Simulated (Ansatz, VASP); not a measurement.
Two plane-wave programs on Rh

INCAR

```
PREC = Accurate
ENCUT = 520
EDIFF = 1E-7
ISMEAR = 0
SIGMA = 0.15
LREAL = False
LASPH = True
NELM = 80
ALGO = Fast
ISIF = 2
LWAVE = False
LCHARG = True
GGA = CA
LELF = True
LVHAR = True
NBANDS = 22
```

The input KPOINTS:

```
regular mesh
0
Gamma
  21 21 12
```

File POSCAR:

```
Rh
1.0
    2.7309790422      0.0000000000      0.0000000000
   -1.3654895211      2.3650972278      0.0000000000
    0.0000000000      0.0000000000      4.4284890000
Rh
2
Direct
    0.6349554968      0.2699109936      0.7500000000
    0.3333333333      0.6666666667      0.2500000000
```

Input for Ansatz:

```yaml
crystal:
  lattice:
    - [2.7309790422, 0.0, 0.0]
    - [-1.3654895211, 2.3650972278, 0.0]
    - [0.0, 0.0, 4.428489]
  atoms:
    - { symbol: Rh, position: [0.6349554968, 0.2699109936, 0.75] }
    - { symbol: Rh, position: [0.3333333333, 0.6666666667, 0.25] }
basis:
  ecutwfc: 420
kpoints:
  mp_grid: { grid: [21, 21, 12] }
hamiltonian:
  xc: lda
scf:
  occupations: { method: gaussian, width: 0.15 }
output:
  forces: true
  stress: true
  eigenvalues: true
```

Alike in both runs: task single point; functional LDA; k mesh 21 × 21 × 12; occupations gaussian, width 0.15 eV; no spin polarisation.

|  | VASP | Ansatz |
| --- | --- | --- |
| version | VASP 6.6.1 | Ansatz 0.2.0 |
| potentials or method | VASP PAW LDA potentials, release 64 (Rh_pv), cutoff 520 eV | scalar-relativistic, plane waves, PAW |
| valence electrons in the cell | 30 | 34 |

```tsv
	VASP	Ansatz	Ansatz less VASP
gap on the k mesh at the Fermi level (eV)	none	none	-
pressure (GPa)	-17.9	-18.7	-0.72
traceless stress, the component that is largest in VASP (GPa)	1.52	1.50	-0.028
rms of the force components (eV/Å)	0.324	0.322	-0.0023
```

LDA's correlation is that of Perdew and Zunger in VASP and of Perdew and Wang (1992) in Ansatz. Atom by atom the forces differ by 0.002 eV/Å (rms over components). A gap of «none» marks a metal or a gap that the smearing closes. VASP's potentials hold 30 valence electrons a cell and Ansatz's 34, so a difference there can come from the potentials and not from the codes.
